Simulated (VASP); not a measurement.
# AlN (P6_3mc) in VASP: a series of runs

Runs on AlN. Level: LDA. Tasks: single point.

All numbers are computed with VASP 6.6.1; they aren't measurements. Logs are shortened: lines on timing, memory, paths and dates and some standing lists are left out, and cuts for length are marked.

## 1. The cell of the first run

Symmetry: P6_3mc, No. 186, hexagonal system. The conventional cell has a = 2.996 Å, b = 2.996 Å, c = 5.537 Å, α = 90.00°, β = 90.00°, γ = 120.00°. Al (site symmetry 3m) has 4 N at 1.88 to 2.04 Å within 2.5 Å. N (site symmetry 3m) has 4 Al at 1.88 to 2.04 Å within 2.5 Å.

## 2. Single point, LDA

File INCAR:

```
PREC = Accurate ; ENCUT = 520
EDIFF = 1E-6 ; ISMEAR = 0
SIGMA = 0.05 ; LREAL = False
LASPH = True ; NELM = 60
ALGO = Normal ; ISIF = 2
LWAVE = False ; LCHARG = False
NBANDS = 16
```

File KPOINTS:

```
regular mesh
0
Gamma
  9 9 6
```

File POSCAR:

```
AlN
1.0
    2.9960000000      0.0000000000      0.0000000000
   -1.4980000000      2.5946121098      0.0000000000
    0.0000000000      0.0000000000      5.5368000000
Al N
2 2
Direct
    0.3333333333      0.6666666667      0.0083046974
    0.6666666667      0.3333333333      0.5083046974
    0.3333333333      0.6666666667      0.3766953026
    0.6666666667      0.3333333333      0.8766953026
```

Potentials or basis: VASP PAW LDA potentials, release 64 (Al, N).

Run with:

```console
> cat potpaw_LDA.64/Al/POTCAR potpaw_LDA.64/N/POTCAR > POTCAR
> mpirun -np 1 vasp_std > vasp.out
```

OUTCAR:

```text
PREC = Accurate
   ENCUT = 520
   EDIFF = 1E-6
   ISMEAR = 0
   LREAL = False
   LASPH = True
   NELM = 60
   ISIF = 2

 ion  position               nearest neighbor table
   1  0.333  0.667  0.008-   4 1.88   4 1.88   4 1.88   3 2.04   2 3.26   2 3.26   2 3.26   2 3.26
                             2 3.26   2 3.26
   2  0.667  0.333  0.508-   3 1.88   3 1.88   3 1.88   4 2.04   1 3.26   1 3.26   1 3.26   1 3.26
                             1 3.26   1 3.26
   3  0.333  0.667  0.377-   2 1.88   2 1.88   2 1.88   1 2.04
   4  0.667  0.333  0.877-   1 1.88   1 1.88   1 1.88   2 2.04

  LATTYP: Found a hexagonal cell.
 ALAT       =     2.9960000000
 C/A-ratio  =     1.8480640854

  Lattice vectors:

 A1 = (   2.9960000000,   0.0000000000,   0.0000000000)
 A2 = (  -1.4980000000,   2.5946121098,   0.0000000000)
 A3 = (   0.0000000000,   0.0000000000,   5.5368000000)

Analysis of symmetry for initial positions (statically):
=====================================================================
 Subroutine PRICEL returns:
 Original cell was already a primitive cell.

 Routine SETGRP: Setting up the symmetry group for a
 hexagonal supercell.

 Subroutine GETGRP returns: Found 12 space group operations
 (whereof  6 operations were pure point group operations)
 out of a pool of 24 trial point group operations.

The static configuration has the point symmetry C_3v.
 The point group associated with its full space group is C_6v.

Analysis of symmetry for dynamics (positions and initial velocities):
=====================================================================
 Subroutine PRICEL returns:
 Original cell was already a primitive cell.

 Routine SETGRP: Setting up the symmetry group for a
 hexagonal supercell.

 Subroutine GETGRP returns: Found 12 space group operations
 (whereof  6 operations were pure point group operations)
 out of a pool of 24 trial point group operations.

The dynamic configuration has the point symmetry C_3v.
 The point group associated with its full space group is C_6v.

 Subroutine INISYM returns: Found 12 space group operations
 (whereof  6 operations are pure point group operations),
 and found     1 'primitive' translations

----------------------------------------------------------------------------------------

                                     Primitive cell

  volume of cell :      43.0401

  direct lattice vectors                    reciprocal lattice vectors
     2.996000000  0.000000000  0.000000000     0.333778371  0.192707032  0.000000000
    -1.498000000  2.594612110  0.000000000     0.000000000  0.385414065  0.000000000
     0.000000000  0.000000000  5.536800000     0.000000000  0.000000000  0.180609738

[... 88 lines left out ...]
   LREAL  =      F    real-space projection
   EDIFFG = 0.1E-04   stopping-criterion for IOM
   NSW    =      0    number of steps for IOM
   IBRION =     -1    ionic relax: 0-MD 1-quasi-New 2-CG
   NFREE  =      0    steps in history (QN), initial steepest desc. (CG)
   ISIF   =      2    stress and relaxation
   ISYM   =      2    0-nonsym 1-usesym 2-fastsym
   POTIM  = 0.5000    time-step for ionic-motion
   TEBEG  =    0.0;   TEEND  =   0.0 temperature during run
   PSTRESS=    0.0 pullay stress
   NELECT =      16.0000    total number of electrons
   NUPDOWN=      -1.0000    fix difference up-down
   EMIN   =  10.00;   EMAX   =-10.00  energy-range for DOS
   EFERMI =   0.00;   METHOD = LEGACY
   ISMEAR =     0;   SIGMA  =   0.05  broadening in eV -4-tet -1-fermi 0-gaus
   EFERMI_NEDOS =   21; number of points for ismear=-14 and -15
   IALGO  =     38    algorithm
   IMIX   =      4    mixing-type and parameters
     AMIX     =   0.40;   BMIX     =  1.00
     AMIX_MAG =   1.60;   BMIX_MAG =  1.00
  volume/ion in A,a.u.               =      10.76        72.61
  Fermi-wavevector in a.u.,A,eV,Ry     =   1.177128  2.224450 18.852654  1.385631
  Thomas-Fermi vector in A             =   2.313480
   LORBIT       =      0    0 simple, 1 ext, 2 COOP (PROOUT), +10 PAW based schemes
   GGA     = CA    functional components
   LHFCALC =     F    Hartree Fock is set to
   AEXX    =    0.0000 exact exchange contribution
   IVDW    =     0    specifies the selected vdW correction
   LEPSILON=     F    determine dielectric tensor
   LRPA    =     F    only Hartree local field effects (RPA)
 non-spin polarized calculation
 Gauss-broadening in eV      SIGMA  =   0.05
  energy-cutoff  :      520.00
  volume of cell :       43.04
 maximum number of plane-waves:      1185
 NGX is ok and might be reduce to    24
   NGX = 11   NGY = 11   NGZ = 21

 number of electron      15.9999999 magnetization

 Free energy of the ion-electron system (eV)
  ---------------------------------------------------
  ext. energy  EPLUGINS =         0.00000000
  ---------------------------------------------------
  free energy    TOTEN  =       -32.20508942 eV

  energy without entropy =      -32.20508942  energy(sigma->0) =      -32.20508942

 E-fermi :   6.0030     XC(G=0): -11.1224

 val. band max:        5.8006732554   @ k =   0.0000   0.0000   0.0000
 cond. band min:       8.8869992705   @ k =   0.0000   0.0000   0.0000
 fundamental gap:      3.0863260151
 Fermi energy:         6.0029748381

 k-point     1 :       0.0000    0.0000    0.0000
  band No.  band energies     occupation
      1      -9.2359      2.00000
      2      -7.6553      2.00000
      3      -0.7685      2.00000
      4       4.8396      2.00000
      5       5.4686      2.00000
      6       5.4686      2.00000
[... 433 lines left out ...]
      3       1.1944      2.00000
      4       1.6288      2.00000
      5       1.6288      2.00000
      6       2.6379      2.00000
[... 8 lines left out ...]
     15      19.0460      0.00000
     16      20.3469      0.00000

 [... further k-points ...]
[... 5 lines left out ...]
  --------------------------------------------------------------------------------------
  -------------------------------------------------------------------------------------
  Total        2.3968488      2.3968488    -10.3817681      0.0000000     -0.0000000      0.0000000
  in kB       89.2232709     89.2232709   -386.4638013      0.0000000     -0.0000000      0.0000000
  external PRESSURE =     -69.3390865 kB  Pullay stress =       0.0000000 kB

 VOLUME and BASIS-vectors are now :
 -----------------------------------------------------------------------------
  energy-cutoff  :      520.00
  volume of cell :       43.04
      direct lattice vectors                 reciprocal lattice vectors
     2.996000000  0.000000000  0.000000000     0.333778371  0.192707032  0.000000000
    -1.498000000  2.594612110  0.000000000     0.000000000  0.385414065  0.000000000
     0.000000000  0.000000000  5.536800000     0.000000000  0.000000000  0.180609738

 POSITION                                       TOTAL-FORCE (eV/Angst)
 -----------------------------------------------------------------------------------
     -0.00000      1.72974      0.04598         0.000000     -0.000000      0.033093
      1.49800      0.86487      2.81438        -0.000000      0.000000      0.033093
     -0.00000      1.72974      2.08569         0.000000      0.000000     -0.033093
      1.49800      0.86487      4.85409        -0.000000     -0.000000     -0.033093
 -----------------------------------------------------------------------------------
    total drift:                               -0.000000      0.000000     -0.000712

  FREE ENERGIE OF THE ION-ELECTRON SYSTEM (eV)
  ---------------------------------------------------
  free  energy   TOTEN  =       -32.2050894186 eV

  energy  without entropy=      -32.2050894186  energy(sigma->0) =      -32.20508942
```

stdout:

```text
POSCAR found type information on POSCAR AlN
 POSCAR found :  2 types and       4 ions
 scaLAPACK will be used
 LDA part: xc-table for (Slater(with rela. corr.)+CA(PZ))
 , standard interpolation
 POSCAR, INCAR and KPOINTS ok, starting setup
 FFT: planning ... GRIDC
 FFT: planning ... GRID_SOFT
 FFT: planning ... GRID
 WAVECAR not read
 entering main loop
```

Wall time 24 s (1 thread of Intel Xeon Platinum 8259CL at 2.50GHz (Skylake/Cascade Lake), shared host); peak memory 0.15 GiB.

What came out:

* Free energy: -32.2051 eV
* Pressure: -6.9 GPa
* Largest force: 0.033 eV/Å
* Band gap on the k mesh: 3.09 eV, direct

Forces on the atoms (eV/Å):
```
Al   0.000  0.000  0.033
Al   0.000  0.000  0.033
N    0.000  0.000 -0.033
N    0.000  0.000 -0.033
```

Stress tensor (GPa, compression positive):
```
  8.92   0.00   0.00
  0.00   8.92   0.00
  0.00   0.00 -38.65
```

[end of part 1 of 2]
